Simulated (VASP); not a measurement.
# Ga (Pm-3m) in VASP: a series of runs, part 2 of 2

VASP 6.6.1. Earlier steps stand in the parts before.

### Step 3. Relaxation of cell and atoms, PBE

INCAR

```
SYSTEM = Ga
PREC = Accurate ; ENCUT = 600
EDIFF = 1E-6 ; ISMEAR = 0
SIGMA = 0.1 ; LREAL = .FALSE.
LASPH = .TRUE. ; NELM = 100
ALGO = Normal ; ISIF = 3
LWAVE = .FALSE. ; LCHARG = .FALSE.
GGA = PE ; IBRION = 2
NSW = 100 ; EDIFFG = -0.01
```

KPOINTS

```
Automatic mesh
0
G
  20 20 20
  0 0 0
```

POSCAR

```
Ga
1.0
    2.7164843000      0.0000000000      0.0000000000
    0.0000000000      2.7164843000      0.0000000000
    0.0000000000      0.0000000000      2.7164843000
Ga
1
Direct
    0.0000000000      0.0000000000      0.0000000000
```

Potentials or basis: VASP PAW PBE potentials, release 64 (Ga_d).

The run is started by

```
> cat potpaw_PBE.64/Ga_d/POTCAR > POTCAR
> mpirun -np 1 vasp_std > vasp.out
```

OUTCAR:

```text
SYSTEM = Ga
   PREC = Accurate
   ENCUT = 600
   EDIFF = 1E-6
   ISMEAR = 0
   LREAL = .FALSE.
   LASPH = .TRUE.
   NELM = 100
   ISIF = 3
   GGA = PE
   IBRION = 2
   NSW = 100
   EDIFFG = -0.01

 ion  position               nearest neighbor table
   1  0.000  0.000  0.000-

  LATTYP: Found a simple cubic cell.
 ALAT       =     2.7164843000

  Lattice vectors:

 A1 = (   2.7164843000,   0.0000000000,   0.0000000000)
 A2 = (   0.0000000000,   2.7164843000,   0.0000000000)
 A3 = (   0.0000000000,   0.0000000000,   2.7164843000)

Analysis of symmetry for initial positions (statically):
=====================================================================
 Subroutine PRICEL returns:
 Original cell was already a primitive cell.

 Routine SETGRP: Setting up the symmetry group for a
 simple cubic supercell.

 Subroutine GETGRP returns: Found 48 space group operations
 (whereof 48 operations were pure point group operations)
 out of a pool of 48 trial point group operations.

The static configuration has the point symmetry O_h .

Analysis of symmetry for dynamics (positions and initial velocities):
=====================================================================
 Subroutine PRICEL returns:
 Original cell was already a primitive cell.

 Routine SETGRP: Setting up the symmetry group for a
 simple cubic supercell.

 Subroutine GETGRP returns: Found 48 space group operations
 (whereof 48 operations were pure point group operations)
 out of a pool of 48 trial point group operations.

The dynamic configuration has the point symmetry O_h .

 Subroutine INISYM returns: Found 48 space group operations
 (whereof 48 operations are pure point group operations),
 and found     1 'primitive' translations

----------------------------------------------------------------------------------------

                                     Primitive cell

  volume of cell :      20.0457

  direct lattice vectors                    reciprocal lattice vectors
     2.716484300  0.000000000  0.000000000     0.368122871  0.000000000  0.000000000
     0.000000000  2.716484300  0.000000000     0.000000000  0.368122871  0.000000000
     0.000000000  0.000000000  2.716484300     0.000000000  0.000000000  0.368122871

  length of vectors
     2.716484300  2.716484300  2.716484300     0.368122871  0.368122871  0.368122871

  position of ions in fractional coordinates (direct lattice)
     0.000000000  0.000000000  0.000000000

  ion indices of the primitive-cell ions
   primitive index   ion index
                 1           1

----------------------------------------------------------------------------------------

 KPOINTS: Automatic mesh

Automatic generation of k-mesh.
 Grid dimensions read from file:
 generate k-points for:   20   20   20

 Generating k-lattice:

  Cartesian coordinates                     Fractional coordinates (reciprocal lattice)
     0.018406144  0.000000000  0.000000000     0.050000000  0.000000000  0.000000000
     0.000000000  0.018406144  0.000000000     0.000000000  0.050000000  0.000000000
     0.000000000  0.000000000  0.018406144     0.000000000  0.000000000  0.050000000

  Length of vectors
     0.018406144  0.018406144  0.018406144

  Shift w.r.t. Gamma in fractional coordinates (k-lattice)
     0.000000000  0.000000000  0.000000000

 Subroutine IBZKPT returns following result:
 ===========================================

 Found    286 irreducible k-points:

 Following reciprocal coordinates:
            Coordinates               Weight
  0.000000  0.000000  0.000000      1.000000
  0.050000  0.000000  0.000000      6.000000
  0.100000  0.000000  0.000000      6.000000
  0.150000  0.000000  0.000000      6.000000
  0.200000  0.000000  0.000000      6.000000
  0.250000  0.000000  0.000000      6.000000
[... 16 lines left out ...]
  0.150000  0.100000  0.000000     24.000000
  0.200000  0.100000  0.000000     24.000000
 [... further k-points ...]
   k-points           NKPTS =    286   k-points in BZ     NKDIM =    286   number of bands    NBANDS=     10
   number of dos      NEDOS =    301   number of ions     NIONS =      1
   total plane-waves  NPLWV =  13824
   dimension x,y,z NGX =    24 NGY =   24 NGZ =   24
   dimension x,y,z NGXF=    48 NGYF=   48 NGZF=   48
   ions per type =               1
   NGX,Y,Z   is equivalent  to a cutoff of  14.69, 14.69, 14.69 a.u.
   NGXF,Y,Z  is equivalent  to a cutoff of  29.38, 29.38, 29.38 a.u.
 SYSTEM =  Ga
   PREC   = accura    normal or accurate (medium, high low for compatibility)
   ISTART =      0    job   : 0-new  1-cont  2-samecut
   ICHARG =      2    charge: 1-file 2-atom 10-const
   ISPIN  =      1    spin polarized calculation?
   LNONCOLLINEAR =      F non collinear calculations
   LSORBIT =      F    spin-orbit coupling
   LASPH  =      T    aspherical Exc in radial PAW
   ENCUT  =  600.0 eV  44.10 Ry    6.64 a.u.   5.43  5.43  5.43*2*pi/ulx,y,z
   NELM   =    100;   NELMIN=  2; NELMDL= -5     # of ELM steps
   EDIFF  = 0.1E-05   stopping-criterion for ELM
   LREAL  =      F    real-space projection
   EDIFFG = -.1E-01   stopping-criterion for IOM
   NSW    =    100    number of steps for IOM
   IBRION =      2    ionic relax: 0-MD 1-quasi-New 2-CG
   NFREE  =      1    steps in history (QN), initial steepest desc. (CG)
   ISIF   =      3    stress and relaxation
   ISYM   =      2    0-nonsym 1-usesym 2-fastsym
   POTIM  = 0.5000    time-step for ionic-motion
   TEBEG  =    0.0;   TEEND  =   0.0 temperature during run
   PSTRESS=    0.0 pullay stress
   NELECT =      13.0000    total number of electrons
   NUPDOWN=      -1.0000    fix difference up-down
   EMIN   =  10.00;   EMAX   =-10.00  energy-range for DOS
   EFERMI =   0.00;   METHOD = LEGACY
   ISMEAR =     0;   SIGMA  =   0.10  broadening in eV -4-tet -1-fermi 0-gaus
   EFERMI_NEDOS =   21; number of points for ismear=-14 and -15
   IALGO  =     38    algorithm
   IMIX   =      4    mixing-type and parameters
     AMIX     =   0.40;   BMIX     =  1.00
     AMIX_MAG =   1.60;   BMIX_MAG =  1.00
  volume/ion in A,a.u.               =      20.05       135.28
  Fermi-wavevector in a.u.,A,eV,Ry     =   1.417040  2.677817 27.320527  2.008002
  Thomas-Fermi vector in A             =   2.538312
   LORBIT       =      0    0 simple, 1 ext, 2 COOP (PROOUT), +10 PAW based schemes
   GGA     = PE    functional components
   LHFCALC =     F    Hartree Fock is set to
   AEXX    =    0.0000 exact exchange contribution
   IVDW    =     0    specifies the selected vdW correction
   LEPSILON=     F    determine dielectric tensor
   LRPA    =     F    only Hartree local field effects (RPA)
 conjugate gradient relaxation of ions
 non-spin polarized calculation
 Gauss-broadening in eV      SIGMA  =   0.10
  energy-cutoff  :      600.00
  volume of cell :       20.05
 maximum number of plane-waves:       691
 NGX is ok and might be reduce to    24
   NGX = 11   NGY = 11   NGZ = 11

 number of electron      13.0000005 magnetization

 Free energy of the ion-electron system (eV)
  ---------------------------------------------------
  ext. energy  EPLUGINS =         0.00000000
  ---------------------------------------------------
  free energy    TOTEN  =        -2.82659862 eV

  energy without entropy =       -2.82392427  energy(sigma->0) =       -2.82526144

 E-fermi :   4.7586     XC(G=0): -10.6371

 val. band max:        4.7579148728   @ k =   0.4500   0.4000   0.2000
 cond. band min:       4.7894225723   @ k =   0.4000   0.4000   0.1000
 fundamental gap:      0.0315076995
 Fermi energy:         4.7586445011

 k-point     1 :       0.0000    0.0000    0.0000
  band No.  band energies     occupation
      1     -10.3561      2.00000
      2     -10.3561      2.00000
      3      -9.8426      2.00000
      4      -9.8426      2.00000
      5      -9.8426      2.00000
      6      -5.8021      2.00000
      7      13.7125      0.00000
      8      13.7125      0.00000
      9      13.7125      0.00000
     10      16.6425      0.00000
[... 287 lines left out ...]
 k-point    24 :       0.2000    0.1000    0.0000
  band No.  band energies     occupation
      1     -10.3192      2.00000
      2     -10.2219      2.00000
      3      -9.9096      2.00000
      4      -9.8903      2.00000
      5      -9.8517      2.00000
      6      -4.7837      2.00000
      7       8.0663      0.00000
      8      12.0623      0.00000
      9      14.7463      0.00000
     10      18.1754      0.00000

 [... further k-points ...]

------------------------ aborting loop because EDIFF is reached ----------------------------------------

  FORCE on cell =-STRESS in cart. coord.  units (eV):
  Direction    XX          YY          ZZ          XY          YZ          ZX
  --------------------------------------------------------------------------------------
  -------------------------------------------------------------------------------------
  Total        0.0058031      0.0058031      0.0058031      0.0000000      0.0000000     -0.0000000
  in kB        0.4638181      0.4638181      0.4638181      0.0000000      0.0000000     -0.0000000
  external PRESSURE =       0.4638181 kB  Pullay stress =       0.0000000 kB

 VOLUME and BASIS-vectors are now :
 -----------------------------------------------------------------------------
  energy-cutoff  :      600.00
  volume of cell :       20.05
      direct lattice vectors                 reciprocal lattice vectors
     2.716484300  0.000000000  0.000000000     0.368122871  0.000000000  0.000000000
     0.000000000  2.716484300  0.000000000     0.000000000  0.368122871  0.000000000
     0.000000000  0.000000000  2.716484300     0.000000000  0.000000000  0.368122871

 POSITION                                       TOTAL-FORCE (eV/Angst)
 -----------------------------------------------------------------------------------
      0.00000      0.00000      0.00000         0.000000      0.000000      0.000000
 -----------------------------------------------------------------------------------
    total drift:                                0.000000     -0.000000      0.000000

  FREE ENERGIE OF THE ION-ELECTRON SYSTEM (eV)
  ---------------------------------------------------
  free  energy   TOTEN  =        -2.8265986201 eV

  energy  without entropy=       -2.8239242673  energy(sigma->0) =       -2.82526144

 reached required accuracy - stopping structural energy minimisation
```

CONTCAR:

```text
Ga
   1.00000000000000
     2.7164842999999999    0.0000000000000000    0.0000000000000000
     0.0000000000000000    2.7164842999999999    0.0000000000000000
     0.0000000000000000    0.0000000000000000    2.7164842999999999
  Ga
     1
Direct
     0.0000000000000000    0.0000000000000000    0.0000000000000000

  0.00000000E+00  0.00000000E+00  0.00000000E+00
```

It took 21 s on 1 thread of Intel Xeon Platinum 8124M at 3.00GHz (Skylake/Cascade Lake), shared host; peak memory 0.2 GiB.

Results:

- Free energy: -2.8266 eV
- Pressure after relaxing: 0.0 GPa

Final structure:
```
Ga
1.0
     2.71648    0.00000    0.00000
     0.00000    2.71648    0.00000
     0.00000    0.00000    2.71648
Ga
1
Direct
  0.00000 0.00000 0.00000
```

Caveat: the relaxation stopped at its first step, so nothing moved.
